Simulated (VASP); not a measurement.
**Mo: relaxation of cell and atoms with PBE**

Crystal: Mo.

```
Mo
1.0
    -1.57342    1.57342    1.57342
     1.57342   -1.57342    1.57342
     1.57342    1.57342   -1.57342
Mo
1
Direct
  0.00000 0.00000 0.00000
```

* Program: VASP 6.6.1
* Task: relaxation of cell and atoms
* Functional: PBE
* Potentials or basis: VASP PAW PBE potentials, release 64 (Mo_sv)
* Cutoff: 500 eV
* k mesh: 18 × 18 × 18
* Occupations: methfessel-paxton, width 0.2 eV
* Spin: no spin polarisation
* Dipole correction: no
* Further INCAR settings: ALGO = Normal; EDIFF = 1e-07; IBRION = 2; EDIFFG = -0.002; NSW = 100; ISIF = 3

| Quantity | Value |
| --- | --- |
| Relaxed volume | 15.82 Å³/atom |
| Relaxed cell | a = 2.739 Å, b = 2.739 Å, c = 2.739 Å, α = 109.47°, β = 109.47°, γ = 109.47° |
| Space group after relaxing (to 0.1 Å) | Im-3m (No. 229) |
| Energy gained by relaxing | 2.9 meV/atom |
| Ionic steps | 6 |
| Pressure after relaxing | 0.0 GPa |
| Band gap on the k mesh | zero (bands 7 and 8 overlap by 5.26 eV) |

Step by step:
| step | energy change (eV) | largest force (eV/Å) | pressure (GPa) | volume (Å³) |
| --- | --- | --- | --- | --- |
| 1 | 0.0000 | 0.0000 | 4.03 | 15.58 |
| 2 | 0.0182 | 0.0000 | -9.79 | 16.48 |
| 3 | -0.0029 | 0.0000 | -0.06 | 15.82 |
| 4 | -0.0029 | 0.0000 | 0.02 | 15.81 |
| 5 | -0.0029 | 0.0000 | 0.02 | 15.81 |
| 6 | -0.0029 | 0.0000 | 0.02 | 15.82 |

Final structure:
```
CELL_PARAMETERS angstrom
-1.58126 1.58126 1.58126
1.58126 -1.58126 1.58126
1.58126 1.58126 -1.58126
ATOMIC_POSITIONS crystal
Mo 0.00000 0.00000 0.00000
```

Levels at points of the mesh, in eV from the Fermi level:
| k point | band 4 | band 5 | band 6 | band 7 | band 8 | band 9 | band 10 | band 11 |
| --- | --- | --- | --- | --- | --- | --- | --- | --- |
| (0.00, 0.00, 0.00) | -34.60 | -7.22 | -1.37 | -1.37 | -1.37 | 1.61 | 1.61 | 14.79 |
| (0.50, 0.00, 0.00) | -34.61 | -5.28 | -3.38 | 1.56 | 1.63 | 2.25 | 4.63 | 11.44 |
| (0.50, 0.50, 0.50) | -35.53 | -5.38 | -5.38 | 3.89 | 3.89 | 3.89 | 8.95 | 8.95 |

Wall time 71 s on 1 thread of Intel Xeon 8259CL, with other jobs on the host, peak memory 0.16 GiB.

PBE usually gives volumes a little too large and moduli too small. Zero-point motion and thermal expansion aren't in these numbers.
